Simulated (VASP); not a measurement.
**Ti: single point with r2SCAN**

Crystal: Ti.

```xyz
1
Lattice="-1.6255 1.6255 1.6255 1.6255 -1.6255 1.6255 1.6255 1.6255 -1.6255" Properties=species:S:1:pos:R:3 pbc="T T T"
Ti    0.0000    0.0000    0.0000
```

- Program: VASP 6.6.1
- Task: single point
- Functional: r2SCAN
- Potentials or basis: VASP PAW PBE potentials, release 64 (Ti_sv)
- Cutoff: 520 eV
- k mesh: 18 × 18 × 18
- Occupations: gaussian, width 0.05 eV
- Spin: no spin polarisation

```yaml
Pressure: 0.4 GPa
Band_gap_on_the_k_mesh: zero (band 6 reaches 9.39 eV, above the bottom of band 7 at 7.55 eV)
```

Levels at points of the mesh, in eV from the Fermi level:
| k point | band 3 | band 4 | band 5 | band 6 | band 7 | band 8 | band 9 | band 10 |
| --- | --- | --- | --- | --- | --- | --- | --- | --- |
| (0.00, 0.00, 0.00) | -33.68 | -33.68 | -6.37 | 1.15 | 1.15 | 1.15 | 2.95 | 2.95 |
| (0.50, 0.00, 0.00) | -33.90 | -33.69 | -2.61 | -0.35 | 0.99 | 2.96 | 3.32 | 4.54 |
| (0.50, 0.50, 0.50) | -34.17 | -34.17 | -2.31 | -2.31 | 4.17 | 4.17 | 4.17 | 8.84 |

Wall time 2.5 min on 1 thread of AMD EPYC 9R45 96-Core Processor (Zen 5) (shared host), peak memory 0.14 GiB.

Caveat: the PAW data sets were made with another functional, which shifts forces and pressure a little.
